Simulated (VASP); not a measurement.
# PdC3 (Im-3m) in VASP: a series of runs

The runs below take PdC3 through single point, relaxation of cell and atoms, with PBE.

Program: VASP 6.6.1. These are calculated values, not measurements. Logs are shortened: lines on timing, memory, paths and dates and some standing lists are left out, and cuts for length are marked.

### 1 The cell of the first run

The structure is cubic, space group Im-3m (No. 229). Conventional cell: a = 4.135 Å, b = 4.135 Å, c = 4.135 Å, α = 90.00°, β = 90.00°, γ = 90.00°. Pd (site symmetry m-3m) has 6 C at 2.07 Å within 2.7 Å. C (site symmetry 4/mmm) has 2 Pd at 2.07 Å and 4 C at 2.07 Å within 2.7 Å.

The cell was built from a structure type or drawn by symmetry, and may not be a known phase.

### 2 Single point, PBE

Contents of INCAR:

```
ALGO = Normal
EDIFF = 1E-6
ENCUT = 600
GGA = PE
GGA_COMPAT = F
ISIF = 2
ISMEAR = 0
LASPH = T
LCHARG = T
LELF = T
LREAL = F
LVHAR = T
LWAVE = F
NBANDS = 19
NELM = 120
PREC = Accurate
SIGMA = 0.1
```

Contents of KPOINTS:

```
k-points
0
Gamma
  6 6 6
```

Contents of POSCAR:

```
PdC3
1.0
   -2.0672695413      2.0672695413      2.0672695413
    2.0672695413     -2.0672695413      2.0672695413
    2.0672695413      2.0672695413     -2.0672695413
Pd C
1 3
Direct
    0.0000000000      0.0000000000      0.0000000000
    0.0000000000      0.5000000000      0.5000000000
    0.5000000000      0.0000000000      0.5000000000
    0.5000000000      0.5000000000      0.0000000000
```

Potentials or basis: VASP PAW PBE potentials, release 64 (Pd, C).

Command:

```bash
$ cat potpaw_PBE.64/Pd/POTCAR potpaw_PBE.64/C/POTCAR > POTCAR
$ mpirun -np 1 vasp_std > vasp.out
```

OUTCAR:

```text
EDIFF = 1E-6
   ENCUT = 600
   GGA = PE
   ISIF = 2
   ISMEAR = 0
   LASPH = T
   LREAL = F
   NELM = 120
   PREC = Accurate

 ion  position               nearest neighbor table
   1  0.000  0.000  0.000-   2 2.07   3 2.07   4 2.07   2 2.07   3 2.07   4 2.07
   2  0.000  0.500  0.500-   1 2.07   3 2.07   4 2.07   1 2.07   4 2.07   3 2.07
   3  0.500  0.000  0.500-   1 2.07   2 2.07   4 2.07   4 2.07   1 2.07   2 2.07
   4  0.500  0.500  0.000-   1 2.07   2 2.07   3 2.07   3 2.07   2 2.07   1 2.07

  LATTYP: Found a body centered cubic cell.
 ALAT       =     4.1345390826

  Lattice vectors:

 A1 = (  -2.0672695413,   2.0672695413,   2.0672695413)
 A2 = (   2.0672695413,  -2.0672695413,   2.0672695413)
 A3 = (   2.0672695413,   2.0672695413,  -2.0672695413)

Analysis of symmetry for initial positions (statically):
=====================================================================
 Subroutine PRICEL returns:
 Original cell was already a primitive cell.

 Routine SETGRP: Setting up the symmetry group for a
 body centered cubic supercell.

 Subroutine GETGRP returns: Found 48 space group operations
 (whereof 48 operations were pure point group operations)
 out of a pool of 48 trial point group operations.

The static configuration has the point symmetry O_h .

Analysis of symmetry for dynamics (positions and initial velocities):
=====================================================================
 Subroutine PRICEL returns:
 Original cell was already a primitive cell.

 Routine SETGRP: Setting up the symmetry group for a
 body centered cubic supercell.

 Subroutine GETGRP returns: Found 48 space group operations
 (whereof 48 operations were pure point group operations)
 out of a pool of 48 trial point group operations.

The dynamic configuration has the point symmetry O_h .

 Subroutine INISYM returns: Found 48 space group operations
 (whereof 48 operations are pure point group operations),
 and found     1 'primitive' translations

----------------------------------------------------------------------------------------

                                     Primitive cell

  volume of cell :      35.3388

  direct lattice vectors                    reciprocal lattice vectors
    -2.067269541  2.067269541  2.067269541     0.000000000  0.241864929  0.241864929
     2.067269541 -2.067269541  2.067269541     0.241864929  0.000000000  0.241864929
     2.067269541  2.067269541 -2.067269541     0.241864929  0.241864929  0.000000000

  length of vectors
     3.580615878  3.580615878  3.580615878     0.342048662  0.342048662  0.342048662

  position of ions in fractional coordinates (direct lattice)
     0.000000000  0.000000000  0.000000000
     0.000000000  0.500000000  0.500000000
     0.500000000  0.000000000  0.500000000
     0.500000000  0.500000000  0.000000000

  ion indices of the primitive-cell ions
   primitive index   ion index
                 1           1
                 2           2
                 3           3
                 4           4

----------------------------------------------------------------------------------------

 KPOINTS: k-points

Automatic generation of k-mesh.
 Grid dimensions read from file:
 generate k-points for:    6    6    6

 Generating k-lattice:

  Cartesian coordinates                     Fractional coordinates (reciprocal lattice)
     0.000000000  0.040310821  0.040310821     0.166666667  0.000000000  0.000000000
     0.040310821  0.000000000  0.040310821     0.000000000  0.166666667  0.000000000
     0.040310821  0.040310821  0.000000000     0.000000000  0.000000000  0.166666667

  Length of vectors
     0.057008110  0.057008110  0.057008110

  Shift w.r.t. Gamma in fractional coordinates (k-lattice)
     0.000000000  0.000000000  0.000000000

 Subroutine IBZKPT returns following result:
 ===========================================

 Found     16 irreducible k-points:

 Following reciprocal coordinates:
            Coordinates               Weight
  0.000000  0.000000  0.000000      1.000000
  0.166667  0.000000  0.000000     12.000000
  0.333333  0.000000  0.000000     12.000000
  0.500000  0.000000  0.000000      6.000000
  0.166667  0.166667  0.000000     24.000000
  0.333333  0.166667 -0.000000     48.000000
[... 8 lines left out ...]
  0.500000  0.500000  0.333333     12.000000
  0.500000  0.500000  0.500000      1.000000
   k-points           NKPTS =     16   k-points in BZ     NKDIM =     16   number of bands    NBANDS=     19
   number of dos      NEDOS =    301   number of ions     NIONS =      4
   total plane-waves  NPLWV =  27000
   dimension x,y,z NGX =    30 NGY =   30 NGZ =   30
   dimension x,y,z NGXF=    60 NGYF=   60 NGZF=   60
   ions per type =               1   3
   NGX,Y,Z   is equivalent  to a cutoff of  13.93, 13.93, 13.93 a.u.
   NGXF,Y,Z  is equivalent  to a cutoff of  27.86, 27.86, 27.86 a.u.
 SYSTEM =  unknown system
   PREC   = accura    normal or accurate (medium, high low for compatibility)
   ISTART =      0    job   : 0-new  1-cont  2-samecut
   ICHARG =      2    charge: 1-file 2-atom 10-const
   ISPIN  =      1    spin polarized calculation?
   LNONCOLLINEAR =      F non collinear calculations
   LSORBIT =      F    spin-orbit coupling
   LASPH  =      T    aspherical Exc in radial PAW
   ENCUT  =  600.0 eV  44.10 Ry    6.64 a.u.   7.15  7.15  7.15*2*pi/ulx,y,z
   NELM   =    120;   NELMIN=  2; NELMDL= -5     # of ELM steps
   EDIFF  = 0.1E-05   stopping-criterion for ELM
   LREAL  =      F    real-space projection
   EDIFFG = 0.1E-04   stopping-criterion for IOM
   NSW    =      0    number of steps for IOM
   IBRION =     -1    ionic relax: 0-MD 1-quasi-New 2-CG
   NFREE  =      0    steps in history (QN), initial steepest desc. (CG)
   ISIF   =      2    stress and relaxation
   ISYM   =      2    0-nonsym 1-usesym 2-fastsym
   POTIM  = 0.5000    time-step for ionic-motion
   TEBEG  =    0.0;   TEEND  =   0.0 temperature during run
   PSTRESS=    0.0 pullay stress
   NELECT =      22.0000    total number of electrons
   NUPDOWN=      -1.0000    fix difference up-down
   EMIN   =  10.00;   EMAX   =-10.00  energy-range for DOS
   EFERMI =   0.00;   METHOD = LEGACY
   ISMEAR =     0;   SIGMA  =   0.10  broadening in eV -4-tet -1-fermi 0-gaus
   EFERMI_NEDOS =   21; number of points for ismear=-14 and -15
   IALGO  =     38    algorithm
   IMIX   =      4    mixing-type and parameters
     AMIX     =   0.40;   BMIX     =  1.00
     AMIX_MAG =   1.60;   BMIX_MAG =  1.00
  volume/ion in A,a.u.               =       8.83        59.62
  Fermi-wavevector in a.u.,A,eV,Ry     =   1.397865  2.641582 26.586152  1.954027
  Thomas-Fermi vector in A             =   2.521079
   LORBIT       =      0    0 simple, 1 ext, 2 COOP (PROOUT), +10 PAW based schemes
   GGA     = PE    functional components
   LHFCALC =     F    Hartree Fock is set to
   AEXX    =    0.0000 exact exchange contribution
   IVDW    =     0    specifies the selected vdW correction
   LEPSILON=     F    determine dielectric tensor
   LRPA    =     F    only Hartree local field effects (RPA)
 non-spin polarized calculation
 Gauss-broadening in eV      SIGMA  =   0.10
  energy-cutoff  :      600.00
  volume of cell :       35.34
 maximum number of plane-waves:      1205
 NGX is ok and might be reduce to    30
   NGX = 15   NGY = 15   NGZ = 15

 number of electron      22.0000000 magnetization

 Free energy of the ion-electron system (eV)
  ---------------------------------------------------
  ext. energy  EPLUGINS =         0.00000000
  ---------------------------------------------------
  free energy    TOTEN  =       -22.83730703 eV

  energy without entropy =      -22.82924079  energy(sigma->0) =      -22.83327391

 E-fermi :   8.7353     XC(G=0): -12.9566

 val. band max:        8.7074336695   @ k =   0.3333   0.0000   0.0000
 cond. band min:       8.8480138846   @ k =   0.1667   0.1667   0.0000
 fundamental gap:      0.1405802152
 Fermi energy:         8.7352833791

 k-point     1 :       0.0000    0.0000    0.0000
  band No.  band energies     occupation
      1      -7.0774      2.00000
      2       0.7565      2.00000
      3       0.7565      2.00000
      4       4.3766      2.00000
      5       4.3766      2.00000
      6       4.3766      2.00000
[... 11 lines left out ...]
     18      18.7335      0.00000
     19      20.9517      0.00000

 k-point     2 :       0.1667    0.0000    0.0000
  band No.  band energies     occupation
      1      -6.6647      2.00000
      2      -0.1534      2.00000
      3       0.7230      2.00000
      4       3.1133      2.00000
      5       3.5436      2.00000
      6       4.5564      2.00000
[... 11 lines left out ...]
     18      19.6230      0.00000
     19      20.9964      0.00000

 k-point     3 :       0.3333    0.0000    0.0000
  band No.  band energies     occupation
      1      -5.5007      2.00000
      2      -1.9003      2.00000
      3       0.9413      2.00000
      4       2.1644      2.00000
      5       2.8007      2.00000
      6       3.4041      2.00000
[... 11 lines left out ...]
     18      20.8115      0.00000
     19      20.9107      0.00000

 k-point     4 :       0.5000    0.0000    0.0000
  band No.  band energies     occupation
      1      -4.0321      2.00000
      2      -3.5385      2.00000
      3       1.4870      2.00000
      4       1.8328      2.00000
      5       2.1958      2.00000
      6       2.2301      2.00000
[... 231 lines left out ...]
     18      22.3978      0.00000
     19      22.7782      0.00000

 k-point    15 :       0.5000    0.5000    0.3333
  band No.  band energies     occupation
      1      -3.7350      2.00000
      2      -3.4657      2.00000
      3       0.7059      2.00000
      4       1.9448      2.00000
      5       2.2718      2.00000
      6       4.4529      2.00000
[... 11 lines left out ...]
     18      21.6700      0.00000
     19      23.1256      0.00000

 k-point    16 :       0.5000    0.5000    0.5000
  band No.  band energies     occupation
      1      -3.5983      2.00000
      2      -3.5983      2.00000
      3       1.9891      2.00000
      4       1.9891      2.00000
      5       1.9891      2.00000
      6       3.2360      2.00000
[... 11 lines left out ...]
     18      20.8928      0.00000
     19      25.6602      0.00000

------------------------ aborting loop because EDIFF is reached ----------------------------------------

  FORCE on cell =-STRESS in cart. coord.  units (eV):
  Direction    XX          YY          ZZ          XY          YZ          ZX
  --------------------------------------------------------------------------------------
  -------------------------------------------------------------------------------------
  Total       -0.0884778     -0.0884778     -0.0884778      0.0000000      0.0000000      0.0000000
  in kB       -4.0113787     -4.0113787     -4.0113787      0.0000000      0.0000000      0.0000000
  external PRESSURE =      -4.0113787 kB  Pullay stress =       0.0000000 kB

 VOLUME and BASIS-vectors are now :
 -----------------------------------------------------------------------------
  energy-cutoff  :      600.00
  volume of cell :       35.34
      direct lattice vectors                 reciprocal lattice vectors
    -2.067269541  2.067269541  2.067269541     0.000000000  0.241864929  0.241864929
     2.067269541 -2.067269541  2.067269541     0.241864929  0.000000000  0.241864929
     2.067269541  2.067269541 -2.067269541     0.241864929  0.241864929  0.000000000

 POSITION                                       TOTAL-FORCE (eV/Angst)
 -----------------------------------------------------------------------------------
      0.00000      0.00000      0.00000        -0.000000      0.000000     -0.000000
      2.06727      0.00000      0.00000        -0.000000     -0.000000     -0.000000
      0.00000      2.06727      0.00000        -0.000000     -0.000000     -0.000000
      0.00000      0.00000      2.06727         0.000000     -0.000000      0.000000
 -----------------------------------------------------------------------------------
    total drift:                               -0.000000     -0.000000      0.000000

  FREE ENERGIE OF THE ION-ELECTRON SYSTEM (eV)
  ---------------------------------------------------
  free  energy   TOTEN  =       -22.8373070349 eV

  energy  without entropy=      -22.8292407862  energy(sigma->0) =      -22.83327391
```

Wall time 37 s (1 thread of Intel Xeon 8259CL, shared host); peak memory 0.17 GiB.

Results:

```yaml
Free_energy: -22.8373 eV
Pressure: -0.4 GPa
Band_gap_on_the_k_mesh: zero (bands 11 and 12 overlap by 1.97 eV)
```

(Continued in part 2 of 2.)
